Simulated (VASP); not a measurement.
# SnO2 (Fm-3m) in VASP: further runs

Aim: see how the results for SnO2 move with the level of theory and the settings. Levels: PBEsol, LDA. Tasks: single point.

Everything below comes from runs of VASP 6.6.1. Logs are shortened: lines on timing, memory, paths and dates and some standing lists are left out, and cuts for length are marked.

## Step 1: The cell of the first run

It takes space group Fm-3m (No. 225, cubic). The conventional cell has a = 5.079 Å, b = 5.079 Å, c = 5.079 Å, α = 90.00°, β = 90.00°, γ = 90.00°. Sn (site symmetry m-3m) has 8 O at 2.20 Å within 2.9 Å. O (site symmetry -43m) has 4 Sn at 2.20 Å and 6 O at 2.54 Å within 2.9 Å.

## Step 2: Single point, PBEsol (volume scaled by 0.96)

The input, INCAR:

```
PREC = Accurate ; ENCUT = 520
EDIFF = 1E-7 ; ISMEAR = -1
SIGMA = 0.05 ; LREAL = False
LASPH = True ; NELM = 80
ALGO = Normal ; ISIF = 2
LWAVE = False ; LCHARG = False
GGA = PS ; NBANDS = 20
```

The input, KPOINTS:

```
regular mesh
0
Gamma
  9 9 9
```

The input, POSCAR:

```
SnO2
1.0
    0.0000000000      2.5393599245      2.5393599245
    2.5393599245      0.0000000000      2.5393599245
    2.5393599245      2.5393599245      0.0000000000
Sn O
1 2
Direct
    0.0000000000      0.0000000000      0.0000000000
    0.7500000000      0.7500000000      0.7500000000
    0.2500000000      0.2500000000      0.2500000000
```

Potentials or basis: VASP PAW PBE potentials, release 64 (Sn_d, O).

Launch:

```sh
cat potpaw_PBE.64/Sn_d/POTCAR potpaw_PBE.64/O/POTCAR > POTCAR
mpirun -np 1 vasp_std > vasp.out
```

OUTCAR:

```text
PREC = Accurate
   ENCUT = 520
   EDIFF = 1E-7
   ISMEAR = -1
   LREAL = False
   LASPH = True
   NELM = 80
   ISIF = 2
   GGA = PS

 ion  position               nearest neighbor table
   1  0.000  0.000  0.000-   2 2.20   3 2.20   2 2.20   2 2.20   2 2.20   3 2.20   3 2.20   3 2.20

   2  0.750  0.750  0.750-   1 2.20   1 2.20   1 2.20   1 2.20
   3  0.250  0.250  0.250-   1 2.20   1 2.20   1 2.20   1 2.20

  LATTYP: Found a face centered cubic cell.
 ALAT       =     5.0787198490

  Lattice vectors:

 A1 = (   0.0000000000,   2.5393599245,   2.5393599245)
 A2 = (   2.5393599245,   0.0000000000,   2.5393599245)
 A3 = (   2.5393599245,   2.5393599245,   0.0000000000)

Analysis of symmetry for initial positions (statically):
=====================================================================
 Subroutine PRICEL returns:
 Original cell was already a primitive cell.

 Routine SETGRP: Setting up the symmetry group for a
 face centered cubic supercell.

 Subroutine GETGRP returns: Found 48 space group operations
 (whereof 48 operations were pure point group operations)
 out of a pool of 48 trial point group operations.

The static configuration has the point symmetry O_h .

Analysis of symmetry for dynamics (positions and initial velocities):
=====================================================================
 Subroutine PRICEL returns:
 Original cell was already a primitive cell.

 Routine SETGRP: Setting up the symmetry group for a
 face centered cubic supercell.

 Subroutine GETGRP returns: Found 48 space group operations
 (whereof 48 operations were pure point group operations)
 out of a pool of 48 trial point group operations.

The dynamic configuration has the point symmetry O_h .

 Subroutine INISYM returns: Found 48 space group operations
 (whereof 48 operations are pure point group operations),
 and found     1 'primitive' translations

----------------------------------------------------------------------------------------

                                     Primitive cell

  volume of cell :      32.7494

  direct lattice vectors                    reciprocal lattice vectors
     0.000000000  2.539359924  2.539359924    -0.196900012  0.196900012  0.196900012
     2.539359924  0.000000000  2.539359924     0.196900012 -0.196900012  0.196900012
     2.539359924  2.539359924  0.000000000     0.196900012  0.196900012 -0.196900012

  length of vectors
     3.591197245  3.591197245  3.591197245     0.341040825  0.341040825  0.341040825

  position of ions in fractional coordinates (direct lattice)
     0.000000000  0.000000000  0.000000000
     0.750000000  0.750000000  0.750000000
     0.250000000  0.250000000  0.250000000

  ion indices of the primitive-cell ions
   primitive index   ion index
                 1           1
                 2           2
                 3           3

----------------------------------------------------------------------------------------

 KPOINTS: regular mesh

Automatic generation of k-mesh.
 Grid dimensions read from file:
 generate k-points for:    9    9    9

 Generating k-lattice:

  Cartesian coordinates                     Fractional coordinates (reciprocal lattice)
    -0.021877779  0.021877779  0.021877779     0.111111111  0.000000000  0.000000000
     0.021877779 -0.021877779  0.021877779     0.000000000  0.111111111  0.000000000
     0.021877779  0.021877779 -0.021877779     0.000000000  0.000000000  0.111111111

  Length of vectors
     0.037893425  0.037893425  0.037893425

  Shift w.r.t. Gamma in fractional coordinates (k-lattice)
     0.000000000  0.000000000  0.000000000

 Subroutine IBZKPT returns following result:
 ===========================================

 Found     35 irreducible k-points:

 Following reciprocal coordinates:
            Coordinates               Weight
  0.000000  0.000000  0.000000      1.000000
  0.111111  0.000000  0.000000      8.000000
  0.222222  0.000000  0.000000      8.000000
  0.333333  0.000000  0.000000      8.000000
  0.444444  0.000000  0.000000      8.000000
  0.111111  0.111111  0.000000      6.000000
[... 16 lines left out ...]
 -0.333333  0.333333  0.000000     12.000000
  0.444444  0.444444  0.000000      6.000000
 [... further k-points ...]
   k-points           NKPTS =     35   k-points in BZ     NKDIM =     35   number of bands    NBANDS=     20
   number of dos      NEDOS =    301   number of ions     NIONS =      3
   total plane-waves  NPLWV =  21952
   dimension x,y,z NGX =    28 NGY =   28 NGZ =   28
   dimension x,y,z NGXF=    56 NGYF=   56 NGZF=   56
   ions per type =               1   2
   NGX,Y,Z   is equivalent  to a cutoff of  12.96, 12.96, 12.96 a.u.
   NGXF,Y,Z  is equivalent  to a cutoff of  25.92, 25.92, 25.92 a.u.
 SYSTEM =  unknown system
   PREC   = accura    normal or accurate (medium, high low for compatibility)
   ISTART =      0    job   : 0-new  1-cont  2-samecut
   ICHARG =      2    charge: 1-file 2-atom 10-const
   ISPIN  =      1    spin polarized calculation?
   LNONCOLLINEAR =      F non collinear calculations
   LSORBIT =      F    spin-orbit coupling
   LASPH  =      T    aspherical Exc in radial PAW
   ENCUT  =  520.0 eV  38.22 Ry    6.18 a.u.   6.68  6.68  6.68*2*pi/ulx,y,z
   NELM   =     80;   NELMIN=  2; NELMDL= -5     # of ELM steps
   EDIFF  = 0.1E-06   stopping-criterion for ELM
   LREAL  =      F    real-space projection
   EDIFFG = 0.1E-05   stopping-criterion for IOM
   NSW    =      0    number of steps for IOM
   IBRION =     -1    ionic relax: 0-MD 1-quasi-New 2-CG
   NFREE  =      0    steps in history (QN), initial steepest desc. (CG)
   ISIF   =      2    stress and relaxation
   ISYM   =      2    0-nonsym 1-usesym 2-fastsym
   POTIM  = 0.5000    time-step for ionic-motion
   TEBEG  =    0.0;   TEEND  =   0.0 temperature during run
   PSTRESS=    0.0 pullay stress
   NELECT =      26.0000    total number of electrons
   NUPDOWN=      -1.0000    fix difference up-down
   EMIN   =  10.00;   EMAX   =-10.00  energy-range for DOS
   EFERMI =   0.00;   METHOD = LEGACY
   ISMEAR =    -1;   SIGMA  =   0.05  broadening in eV -4-tet -1-fermi 0-gaus
   EFERMI_NEDOS =   21; number of points for ismear=-14 and -15
   IALGO  =     38    algorithm
   IMIX   =      4    mixing-type and parameters
     AMIX     =   0.40;   BMIX     =  1.00
     AMIX_MAG =   1.60;   BMIX_MAG =  1.00
  volume/ion in A,a.u.               =      10.92        73.67
  Fermi-wavevector in a.u.,A,eV,Ry     =   1.515881  2.864599 31.264749  2.297894
  Thomas-Fermi vector in A             =   2.625345
   LORBIT       =      0    0 simple, 1 ext, 2 COOP (PROOUT), +10 PAW based schemes
   GGA     = PS    functional components
   LHFCALC =     F    Hartree Fock is set to
   AEXX    =    0.0000 exact exchange contribution
   IVDW    =     0    specifies the selected vdW correction
   LEPSILON=     F    determine dielectric tensor
   LRPA    =     F    only Hartree local field effects (RPA)
 non-spin polarized calculation
  energy-cutoff  :      520.00
  volume of cell :       32.75
 maximum number of plane-waves:       899
   NGX = 13   NGY = 13   NGZ = 13

 number of electron      25.9999985 magnetization

 Free energy of the ion-electron system (eV)
  ---------------------------------------------------
  ext. energy  EPLUGINS =         0.00000000
  ---------------------------------------------------
  free energy    TOTEN  =       -19.17432182 eV

  energy without entropy =      -19.17374038  energy(sigma->0) =      -19.17403110

 E-fermi :   7.9466     XC(G=0): -12.1626

 val. band max:        7.9306578309   @ k =   0.0000   0.0000   0.0000
 cond. band min:       9.0924409569   @ k =   0.1111   0.0000   0.0000
 fundamental gap:      1.1617831260
 Fermi energy:         7.9466098046

 k-point     1 :       0.0000    0.0000    0.0000
  band No.  band energies     occupation
      1     -12.6512      2.00000
      2     -12.6512      2.00000
      3     -12.6512      2.00000
      4     -12.4903      2.00000
      5     -12.4903      2.00000
      6     -11.8496      2.00000
[... 12 lines left out ...]
     19      22.9028      0.00000
     20      22.9028      0.00000

 k-point     2 :       0.1111    0.0000    0.0000
  band No.  band energies     occupation
      1     -12.7049      2.00000
      2     -12.6410      2.00000
      3     -12.6410      2.00000
      4     -12.4907      2.00000
      5     -12.4907      2.00000
      6     -11.7169      2.00000
[... 12 lines left out ...]
     19      22.9402      0.00000
     20      22.9402      0.00000

 k-point     3 :       0.2222    0.0000    0.0000
  band No.  band energies     occupation
      1     -12.8571      2.00000
      2     -12.6195      2.00000
      3     -12.6195      2.00000
      4     -12.4872      2.00000
      5     -12.4872      2.00000
      6     -11.2971      2.00000
[... 12 lines left out ...]
     19      23.0329      0.00000
     20      23.4802      0.00000

 k-point     4 :       0.3333    0.0000    0.0000
  band No.  band energies     occupation
      1     -13.0312      2.00000
      2     -12.6052      2.00000
      3     -12.6052      2.00000
      4     -12.4725      2.00000
      5     -12.4725      2.00000
      6     -10.6280      2.00000
[... 12 lines left out ...]
     19      23.0854      0.00000
     20      23.8282      0.00000

 k-point     5 :       0.4444    0.0000    0.0000
  band No.  band energies     occupation
      1     -13.1407      2.00000
      2     -12.6020      2.00000
      3     -12.6020      2.00000
      4     -12.4565      2.00000
      5     -12.4565      2.00000
      6      -9.8702      2.00000
[... 12 lines left out ...]
     19      23.0059      0.00000
     20      23.3225      0.00000
[... 353 lines left out ...]
      6     -10.1713      2.00000
[... 12 lines left out ...]
     19      24.5304      0.00000
     20      26.3049      0.00000

 k-point    22 :      -0.4444    0.3333    0.0000
  band No.  band energies     occupation
      1     -13.1217      2.00000
      2     -12.6919      2.00000
      3     -12.5453      2.00000
      4     -12.5045      2.00000
      5     -12.4574      2.00000
      6      -9.5939      2.00000
[... 12 lines left out ...]
     19      24.5396      0.00000
     20      25.8893      0.00000

 k-point    23 :      -0.3333    0.3333    0.0000
  band No.  band energies     occupation
      1     -13.0119      2.00000
      2     -12.8335      2.00000
      3     -12.5257      2.00000
      4     -12.5161      2.00000
      5     -12.4787      2.00000
      6      -9.0336      2.00000
[... 12 lines left out ...]
     19      23.6576      0.00000
     20      26.6947      0.00000

 k-point    24 :       0.4444    0.4444    0.0000
  band No.  band energies     occupation
      1     -13.2281      2.00000
      2     -12.5671      2.00000
      3     -12.4825      2.00000
      4     -12.4825      2.00000
      5     -12.4445      2.00000
      6     -10.1145      2.00000
[... 12 lines left out ...]
     19      24.7368      0.00000
     20      25.5641      0.00000

 [... further k-points ...]

------------------------ aborting loop because EDIFF is reached ----------------------------------------

  FORCE on cell =-STRESS in cart. coord.  units (eV):
  Direction    XX          YY          ZZ          XY          YZ          ZX
  --------------------------------------------------------------------------------------
  -------------------------------------------------------------------------------------
  Total        0.2861300      0.2861300      0.2861300      0.0000000     -0.0000000      0.0000000
  in kB       13.9981667     13.9981667     13.9981667      0.0000000     -0.0000000      0.0000000
  external PRESSURE =      13.9981667 kB  Pullay stress =       0.0000000 kB

 VOLUME and BASIS-vectors are now :
 -----------------------------------------------------------------------------
  energy-cutoff  :      520.00
  volume of cell :       32.75
      direct lattice vectors                 reciprocal lattice vectors
     0.000000000  2.539359924  2.539359924    -0.196900012  0.196900012  0.196900012
     2.539359924  0.000000000  2.539359924     0.196900012 -0.196900012  0.196900012
     2.539359924  2.539359924  0.000000000     0.196900012  0.196900012 -0.196900012

 POSITION                                       TOTAL-FORCE (eV/Angst)
 -----------------------------------------------------------------------------------
      0.00000      0.00000      0.00000        -0.000000      0.000000      0.000000
      3.80904      3.80904      3.80904        -0.000000      0.000000     -0.000000
      1.26968      1.26968      1.26968         0.000000     -0.000000     -0.000000
 -----------------------------------------------------------------------------------
    total drift:                               -0.000000     -0.000000      0.000000

  FREE ENERGIE OF THE ION-ELECTRON SYSTEM (eV)
  ---------------------------------------------------
  free  energy   TOTEN  =       -19.1743218170 eV

  energy  without entropy=      -19.1737403805  energy(sigma->0) =      -19.17403110
```

It took 36 s on 1 thread of Intel Xeon Platinum 8488C (Sapphire Rapids), shared host; peak memory 0.16 GiB.

Results:

| Property | Result |
| --- | --- |
| Free energy | -19.1743 eV |
| Pressure | 1.4 GPa |

Caveat: the PAW data sets were made with another functional, which shifts forces and pressure a little; spin-orbit coupling is left out, which moves the levels of the heavy elements.

## Step 3: Single point, LDA (volume scaled by 0.98)

The input, INCAR:

```
SYSTEM = SnO2
PREC = Accurate
ENCUT = 520
EDIFF = 1E-6
ISMEAR = -1
SIGMA = 0.05
LREAL = .FALSE.
LASPH = .TRUE.
NELM = 80
ALGO = Normal
ISIF = 2
LWAVE = .FALSE.
LCHARG = .TRUE.
LELF = .TRUE.
LVHAR = .TRUE.
NBANDS = 20
```

The input, KPOINTS:

```
Automatic mesh
0
G
  9 9 9
  0 0 0
```

The input, POSCAR:

```
SnO2
1.0
    0.0000000000      2.5568733049      2.5568733049
    2.5568733049      0.0000000000      2.5568733049
    2.5568733049      2.5568733049      0.0000000000
Sn O
1 2
Direct
    0.0000000000      0.0000000000      0.0000000000
    0.7500000000      0.7500000000      0.7500000000
    0.2500000000      0.2500000000      0.2500000000
```

Potentials or basis: VASP PAW LDA potentials, release 64 (Sn_d, O).

Launch:

```sh
cat potpaw_LDA.64/Sn_d/POTCAR potpaw_LDA.64/O/POTCAR > POTCAR
mpirun -np 1 vasp_std > vasp.out
```

It took 28 s on 1 thread of Intel Xeon Platinum 8488C (Sapphire Rapids), shared host; peak memory 0.15 GiB.

It converged, with:

```yaml
Free_energy: -20.4785 eV
Pressure: -7.9 GPa
```

Levels at points of the mesh, in eV from the Fermi level:
```
           k point  band 9  band 10  band 11  band 12  band 13  band 14  band 15  band 16  band 17  band 18
(0.00, 0.00, 0.00)   -2.99    -2.99    -1.50    -1.50    -1.50    -0.18     6.64     6.64     6.64    12.77
```

Caveat: spin-orbit coupling is left out, which moves the levels of the heavy elements.

## Step 4: Single point, PBEsol (volume scaled by 0.98)

The input, INCAR:

```
  PREC = Accurate
  ENCUT = 520
  EDIFF = 1E-6
  ISMEAR = -1
  SIGMA = 0.05
  LREAL = False
  LASPH = True
  NELM = 60
  ALGO = Normal
  ISIF = 2
  LWAVE = False
  LCHARG = False
  GGA = PS
  NBANDS = 20
```

The input, KPOINTS:

```
Automatic mesh
0
Gamma
  9 9 9
```

POSCAR is that of step 3.

Potentials or basis: VASP PAW PBE potentials, release 64 (Sn_d, O).

Launch:

```sh
cat potpaw_PBE.64/Sn_d/POTCAR potpaw_PBE.64/O/POTCAR > POTCAR
mpirun -np 1 vasp_std > vasp.out
```

Wall time 24 s (1 thread of Intel Xeon Platinum 8488C (Sapphire Rapids), shared host); peak memory 0.16 GiB.

Results (log left out):

* Free energy: -19.1724 eV
* Pressure: -2.8 GPa

Levels at points of the mesh, in eV from the Fermi level:
```csv
k point,band 9,band 10,band 11,band 12,band 13,band 14,band 15,band 16,band 17,band 18
"(0.00, 0.00, 0.00)",-3.00,-3.00,-1.49,-1.49,-1.49,-0.19,6.74,6.74,6.74,12.90
```

Caveat: the PAW data sets were made with another functional, which shifts forces and pressure a little; spin-orbit coupling is left out, which moves the levels of the heavy elements.

## Step 5: The runs side by side

```tsv
level	potentials or basis	cell	pressure (GPa)
PBEsol	VASP PAW PBE potentials, release 64 (Sn_d, O)	a = 3.591 Å, angles 60.0°, 3 atoms	1.4
LDA	VASP PAW LDA potentials, release 64 (Sn_d, O)	a = 3.616 Å, angles 60.0°, 3 atoms	-7.9
PBEsol	VASP PAW PBE potentials, release 64 (Sn_d, O)	a = 3.616 Å, angles 60.0°, 3 atoms	-2.8
```

Alike in all rows: task single point; no spin polarisation; k mesh 9 × 9 × 9; cutoff (eV) 520; smearing fermi-dirac 0.05 eV.

Caveats: spin-orbit coupling is left out, which moves the levels of the heavy elements; the PAW data sets were made with another functional, which shifts forces and pressure a little (some runs).

Total energies depend on the potentials used, so only differences within one code and one set of settings carry meaning.
